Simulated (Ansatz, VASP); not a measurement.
# Ca3MgN2: VASP beside Ansatz

```
CELL_PARAMETERS angstrom
3.39095 1.95777 2.97397
-3.39095 1.95777 2.97397
0.00000 -3.91553 2.97397
ATOMIC_POSITIONS crystal
Ca 0.24149 0.75851 0.50000
Ca 0.50000 0.24149 0.75851
Ca 0.75851 0.50000 0.24149
Mg 0.00000 0.00000 0.00000
N 0.30906 0.30906 0.30906
N 0.69094 0.69094 0.69094
```

Alike in both runs: task relaxation of cell and atoms; functional PBE; k mesh 6 × 6 × 6; occupations gaussian, width 0.01 eV; no spin polarisation.

```csv
,VASP,Ansatz
version,VASP 6.6.1,Ansatz 0.2.0
potentials or method,"VASP PAW PBE potentials, release 64 (Ca_sv, Mg, N), cutoff 600 eV","scalar-relativistic, plane waves, PAW"
valence electrons in the cell,42,50
```

Ansatz gave:

| Quantity | Value |
| --- | --- |
| gap on the k mesh at the Fermi level, each at its own relaxed structure (eV) | 0.05 |
| relaxed volume (Å³/atom) | 19.76 |
| relaxed length of the cell vector where the two differ most in proportion (Å) | 4.918 |

Problem. Estimate VASP's values.

Solution. gap on the k mesh at the Fermi level, each at its own relaxed structure (eV): 0.04; relaxed volume (Å³/atom): 19.74; relaxed length of the cell vector where the two differ most in proportion (Å): 4.916.

VASP's potentials hold 42 valence electrons a cell and Ansatz's 50, so a difference there can come from the potentials and not from the codes.
